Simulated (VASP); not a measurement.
# SiC3 (P1) in VASP: a series of runs, part 2 of 2

VASP 6.6.1.

## 4. Single point, PBEsol

This run uses another cell than the first one, of 7.95 Å³/atom.

INCAR reads:

```
PREC = Accurate
ENCUT = 520
EDIFF = 1E-7
ISMEAR = 0
SIGMA = 0.1
LREAL = Auto
LASPH = T
NELM = 80
ALGO = Normal
ISIF = 2
LWAVE = F
LCHARG = F
GGA = PS
NBANDS = 66
ISYM = 0
```

KPOINTS reads:

```
Automatic mesh
0
Gamma
  3 3 2
  0 0 0.5
```

POSCAR reads:

```
SiC3
1.0
   -4.0341635420     -3.9994917797      0.0240547444
    0.0030016667      3.9724353686      3.9892293563
   -3.9644811172      3.9538640994     -3.9736597539
C Si
18 6
Direct
    0.4901419626     -0.0295592552      1.0187950856
    0.9967041783      0.9980342346     -0.0044488170
    0.8160367353      0.1590487233      0.6357883767
    0.3515454570      0.1997342770      0.6548482018
    0.6379552230      0.3226895079      0.3324389956
    0.1976937136      0.3538297940      0.3580995119
    0.4850115971      0.5114384580      1.0335037129
    0.0361997345      0.5139105528     -0.0164700429
    0.7941559528      0.6479677122      0.6384509989
    0.3496585701      0.6574114886      0.6837715474
    0.6341018268      0.8153517712      0.3460457038
    0.2021402120      0.8491333394      0.3263877265
    0.6500313678      0.3314821717      0.5606807963
    0.1882464869      0.3477136136      0.5847616825
    0.4877758249      0.5020022606      0.2640131319
    0.3453648722      0.6641533154      0.9284575712
    0.6471513981      0.8201657350      0.5739347053
    0.4928509760      0.9889699798      0.2523258129
    0.3399398539      0.1715832018      0.9236044184
    0.8278290649      0.1637350904      0.9033750397
    1.0022082723      0.4994334044      0.2495839350
    0.8212882838      0.6567011217      0.9113361617
    0.1678736829      0.8329148075      0.5871642547
   -0.0013666045      0.0022721478      0.2602041169
```

Command:

```
$ cat potpaw_PBE.64/C/POTCAR potpaw_PBE.64/Si/POTCAR > POTCAR
$ mpirun -np 1 vasp_std > vasp.out
```

Wall time 5.5 min (1 thread of Intel Xeon 8259CL, shared host); peak memory 0.31 GiB.

The run converged. Its results:

* Free energy: -199.4893 eV
* Pressure: 0.3 GPa
* Largest force: 0.032 eV/Å
* Band gap on the k mesh: 1.39 eV

Forces in eV/Å, atoms in the order of the input:
```
C    0.010  0.009  0.002
C    0.000 -0.004  0.005
C   -0.004 -0.013  0.014
C   -0.013  0.001 -0.005
C    0.017 -0.003  0.006
C    0.002  0.006 -0.016
C   -0.004  0.008 -0.006
C    0.006  0.000  0.007
C   -0.021 -0.004 -0.002
C   -0.002  0.001 -0.012
C    0.019 -0.001  0.000
C    0.012  0.009 -0.007
C   -0.011 -0.018 -0.017
C    0.017  0.024 -0.013
C   -0.019 -0.006  0.004
C    0.015 -0.002  0.012
C   -0.010  0.022  0.019
C   -0.024 -0.003  0.005
Si   0.002 -0.004 -0.013
Si   0.003 -0.020  0.012
Si   0.004  0.003  0.006
Si  -0.002 -0.005  0.014
Si  -0.002  0.005 -0.013
Si   0.003 -0.004  0.001
```

Stress tensor (GPa, compression positive):
```
0.36 0.01 0.02
0.01 0.25 0.03
0.02 0.03 0.28
```

Levels at points of the mesh, in eV from the valence-band top:
```tsv
k point	band 46	band 47	band 48	band 49	band 50	band 51
(0.00, 0.00, 0.25)	-0.83	-0.35	0.00	1.39	1.65	2.23
```

Caveat: the k points lie up to 0.46 Å⁻¹ apart; the PAW data sets were made with another functional, which shifts forces and pressure a little; a shifted mesh leaves out Γ, where band edges can lie.

## 5. Single point, PBEsol

INCAR reads:

```
  ALGO = Normal
  EDIFF = 1E-6
  ENCUT = 520
  GGA = PS
  ISIF = 2
  ISMEAR = 0
  ISYM = 0
  LASPH = T
  LCHARG = F
  LREAL = Auto
  LWAVE = F
  NBANDS = 66
  NELM = 60
  PREC = Accurate
  SIGMA = 0.1
```

KPOINTS is that of step 4.

POSCAR reads:

```
SiC3
1.0
   -3.7110047040     -3.4824344073     -0.1042590284
    0.0349657476      3.5517276882      3.6964397802
   -5.1717558375      4.8389265124     -5.0186043520
C Si
18 6
Direct
    0.4890871415     -0.0223521792     -0.0434722695
    0.9925412751      0.9902907300     -0.0460223363
    0.8442301824      0.1535059922      0.7189943769
    0.3580037788      0.1668613718      0.7171894564
    0.2097124306      0.2411617863      0.2080249564
    0.4810820456      0.4781627564      0.9545150915
    0.9799614169      0.4889787545     -0.0424588340
    0.8298758683      0.6476692620      0.7169252087
    0.3452868563      0.6359370619      0.7214631381
    0.3294289498      0.1460629126      0.8974638680
    0.8260919254      0.1552269155      0.9006816173
    0.6877657861      0.3280574729      0.6640845250
    0.1868968559      0.3163283855      0.6664053674
    0.4603547839      0.4778768479      0.1288422717
    0.3185346234      0.6474037693      0.8992507600
    0.8259690103      0.6552042864      0.8942153275
    0.6750120823      0.8136431257      0.6659001555
    0.9768918191      0.9921600843      0.1312483383
    0.7081164073      0.3177041845      0.4291893983
    0.6552191909      0.8125266033      0.4443512489
    0.1884101609      1.2613459302      0.4302003499
   -0.1318894737      0.5768687254      0.1787805409
    0.1964081754      0.8198504907      0.6018505481
    0.5521216603      0.8920722932      0.1792888831
```

Command:

```
$ cat potpaw_PBE.64/C/POTCAR potpaw_PBE.64/Si/POTCAR > POTCAR
$ mpirun -np 1 vasp_std > vasp.out
```

Run time: 4.8 min. Hardware: 1 thread of Intel Xeon 8259CL, shared host; peak memory 0.34 GiB.

Results (log left out):

```
Free energy            : -198.2748 eV
Pressure               : 0.7 GPa
Largest force          : 0.051 eV/Å
Band gap on the k mesh : 0.17 eV (least direct gap 0.28 eV)
```

Forces in eV/Å, atoms in the order of the input:
```
C   -0.001  0.025 -0.001
C    0.007 -0.005 -0.001
C    0.012 -0.025  0.010
C   -0.017  0.003  0.000
C   -0.024  0.027 -0.036
C   -0.012 -0.004  0.014
C   -0.002  0.001 -0.020
C   -0.011 -0.007  0.033
C   -0.001  0.018  0.011
C    0.001 -0.002 -0.011
C   -0.007 -0.001 -0.004
C    0.004 -0.005 -0.002
C    0.019 -0.004  0.008
C   -0.003  0.016 -0.017
C   -0.014 -0.001 -0.001
C   -0.009  0.006 -0.004
C   -0.010  0.018 -0.012
C    0.005  0.017 -0.012
Si   0.008 -0.014  0.011
Si   0.014 -0.018  0.010
Si   0.005 -0.018  0.000
Si  -0.024 -0.013  0.000
Si   0.036 -0.030  0.018
Si   0.023  0.016  0.006
```

Levels at points of the mesh, in eV from the valence-band top:
```tsv
k point	band 44	band 45	band 46	band 47	band 48	band 49	band 50	band 51	band 52	band 53
(0.00, 0.00, 0.25)	-1.93	-1.64	-1.32	-0.45	0.00	0.28	0.56	1.83	2.11	3.16
```

Caveat: the k points lie up to 0.47 Å⁻¹ apart; the PAW data sets were made with another functional, which shifts forces and pressure a little; a shifted mesh leaves out Γ, where band edges can lie. A k mesh can miss the band edges.

## 6. Single point, PBEsol

INCAR reads:

```
PREC = Accurate ; ENCUT = 520
EDIFF = 1E-7 ; ISMEAR = 0
SIGMA = 0.1 ; LREAL = Auto
LASPH = T ; NELM = 100
ALGO = Normal ; ISIF = 2
LWAVE = F ; LCHARG = F
GGA = PS ; ISYM = 0
NBANDS = 66
```

KPOINTS reads:

```
regular mesh
0
Gamma
  5 5 3
```

POSCAR reads:

```
SiC3
1.0
   -3.7245641952     -3.4966858049     -0.1048129706
    0.0475492521      3.5535197467      3.6983642615
   -5.1486614266      4.8129786826     -5.0117635187
C Si
18 6
Direct
    0.4901135286      0.9802667508      0.9567267724
    0.9935984078      0.9919839737      0.9542290364
    0.8436704927      0.1526368655      0.7183994431
    0.3578769224      0.1668420838      0.7172440676
    0.2099447614      0.2449502351      0.2092343514
    0.4818479345      0.4808084225      0.9550668317
    0.9803174284      0.4905621578      0.9576392049
    0.8292674653      0.6472904132      0.7161131053
    0.3448268320      0.6361033931      0.7206093147
    0.3303040453      0.1480993684      0.8978225046
    0.8266507600      0.1565630805      0.9006076038
    0.6865313838      0.3259483164      0.6634597790
    0.1860549021      0.3147412395      0.6655987242
    0.4615949544      0.4817073710      0.1299024149
    0.3187309489      0.6489202200      0.8994497152
    0.8265330395      0.6564424046      0.8943203649
    0.6735891001      0.8112350477      0.6664743222
    0.9779822882      0.9958896727      0.1317321363
    0.7018302888      0.3097709351      0.4273882615
    0.6565018109      0.8072033355      0.4439659353
    0.1881911419      0.2533245903      0.4303295913
    0.8676875192      0.5766170395      0.1794913275
    0.1945608754      0.8174565964      0.6016974573
    0.5569061210      0.8971840500      0.1794097228
```

Potentials or basis: VASP PAW PBE potentials, release 64 (C, Si).

Command:

```
$ cat potpaw_PBE.64/C/POTCAR potpaw_PBE.64/Si/POTCAR > POTCAR
$ mpirun -np 1 vasp_std > vasp.out
```

It took 23 min on 1 thread of Intel Xeon 8259CL, shared host; peak memory 0.49 GiB.

The run converged. Its results:

* Free energy: -198.2346 eV
* Pressure: 0.6 GPa
* Largest force: 0.047 eV/Å
* Band gap on the k mesh: zero (bands 48 and 49 overlap by 0.21 eV)

Forces in eV/Å, atoms in the order of the input:
```
C   -0.013  0.026 -0.012
C    0.009 -0.018  0.014
C    0.006 -0.022  0.015
C    0.016 -0.004 -0.008
C   -0.009  0.027 -0.007
C    0.000 -0.007  0.007
C   -0.020  0.005 -0.011
C   -0.003 -0.011 -0.004
C    0.000  0.017 -0.006
C    0.004  0.000 -0.008
C   -0.004 -0.010 -0.004
C   -0.004 -0.022 -0.005
C    0.022 -0.004  0.005
C   -0.021  0.014 -0.015
C    0.000 -0.007 -0.002
C   -0.006  0.006 -0.004
C    0.004  0.001  0.045
C    0.009  0.007 -0.033
Si  -0.002 -0.014  0.011
Si   0.005 -0.011 -0.005
Si  -0.002  0.016 -0.005
Si  -0.020  0.004 -0.003
Si   0.020 -0.030  0.030
Si   0.009  0.036  0.005
```

Stress tensor (GPa, compression positive):
```
 0.69  0.02 -0.01
 0.02  0.55  0.02
-0.01  0.02  0.56
```

Levels at points of the mesh, in eV from the Fermi level:
| k point | band 46 | band 47 | band 48 | band 49 | band 50 | band 51 |
| --- | --- | --- | --- | --- | --- | --- |
| (0.00, 0.00, 0.00) | -1.56 | -0.42 | 0.07 | 0.25 | 0.84 | 2.15 |

Caveat: semilocal functionals underestimate gaps, so a narrow gap can read as zero; the PAW data sets were made with another functional, which shifts forces and pressure a little.

## 7. Summary

| task | cell | k mesh | cutoff (eV) | gap on the mesh (eV) | pressure (GPa) | relaxed volume (Å³/atom) | largest force (eV/Å) |
| --- | --- | --- | --- | --- | --- | --- | --- |
| relaxation of cell and atoms | relaxed from a = 5.090, b = 5.126, c = 8.680 Å, angles 92.0, 86.3, 119.6°, 24 atoms, atomic positions A | 5 × 5 × 3 | 600 | none | 0.0 | 8.19 | 0.03 |
| relaxation of cell and atoms | relaxed from a = 5.757, b = 5.757, c = 7.051 Å, angles 90.0, 90.0, 120.0°, 24 atoms, atomic positions B | 3 × 3 × 2, shifted | 600 | 1.40 | 0.0 | 7.95 | 0.04 |
| single point | a = 5.681, b = 5.630, c = 6.866 Å, angles 90.2, 89.9, 119.6°, 24 atoms, atomic positions C | 3 × 3 × 2, shifted | 520 | 1.39 | 0.3 | - | 0.03 |
| single point | a = 5.090, b = 5.126, c = 8.680 Å, angles 92.0, 86.3, 119.6°, 24 atoms, atomic positions A | 3 × 3 × 2, shifted | 520 | 0.17 | 0.7 | - | 0.05 |
| single point | a = 5.110, b = 5.129, c = 8.648 Å, angles 92.2, 86.3, 119.7°, 24 atoms, atomic positions D | 5 × 5 × 3 | 520 | none | 0.6 | - | 0.05 |

Alike in all rows: level PBEsol; potentials or basis VASP PAW PBE potentials, release 64 (C, Si); no spin polarisation; smearing gaussian 0.1 eV.

Caveats: some runs use coarse meshes; the PAW data sets were made with another functional, which shifts forces and pressure a little; a shifted mesh leaves out Γ, where band edges can lie (at least some runs); semilocal functionals underestimate gaps, so a narrow gap can read as zero (at least some runs).

Absolute energies hang on the potentials; compare differences alone.
